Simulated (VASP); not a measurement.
Wanted: the native input for a VASP 6.6.1 run.

```
Task                   : single point
Functional             : LDA
Potentials or basis    : VASP PAW LDA potentials, release 64 (Sn_d, O)
Cutoff                 : 520 eV
k mesh                 : 12 × 12 × 12
Occupations            : gaussian, width 0.05 eV
Spin                   : no spin polarisation
Dipole correction      : no
Further INCAR settings : ALGO = Normal; EDIFF = 1e-06; NBANDS = 20
```

The structure of SnO2 lies in POSCAR:

```
SnO2
1.0
    1.5910063671      0.9185679543      4.9593076357
   -1.5910063671      0.9185679543      4.9593076357
    0.0000000000     -1.8371359087      4.9593076357
Sn O
1 2
Direct
    0.5000000000      0.5000000000      0.5000000000
    0.2371700000      0.2371700000      0.2371700000
    0.7628300000      0.7628300000      0.7628300000
```

This cell differs from its parent crystal: ratio of the length along z to the lengths across it x 1.05, volume and fractional coordinates fixed.

The input as run:

INCAR

```
  PREC = Accurate
  ENCUT = 520
  EDIFF = 1E-6
  ISMEAR = 0
  SIGMA = 0.05
  LREAL = False
  LASPH = True
  NELM = 60
  ALGO = Normal
  ISIF = 2
  LWAVE = False
  LCHARG = False
  NBANDS = 20
```

KPOINTS

```
Automatic mesh
0
Gamma
  12 12 12
```

Potentials or basis: VASP PAW LDA potentials, release 64 (Sn_d, O).

Command:

```bash
$ cat potpaw_LDA.64/Sn_d/POTCAR potpaw_LDA.64/O/POTCAR > POTCAR
$ mpirun -np 1 vasp_std > vasp.out
```

It gave:

| Quantity | Value |
| --- | --- |
| Pressure | -5.7 GPa |
| Largest force | 0.773 eV/Å |
| Band gap on the k mesh | 2.08 eV (least direct gap 2.25 eV) |

Caveat: the cell stands under tension; spin-orbit coupling is left out, which moves the levels of the heavy elements.

Run time: 120 s on 1 thread of Intel(R) Xeon(R) 6975P-C (Granite Rapids) (shared host), peak memory 0.3 GiB.
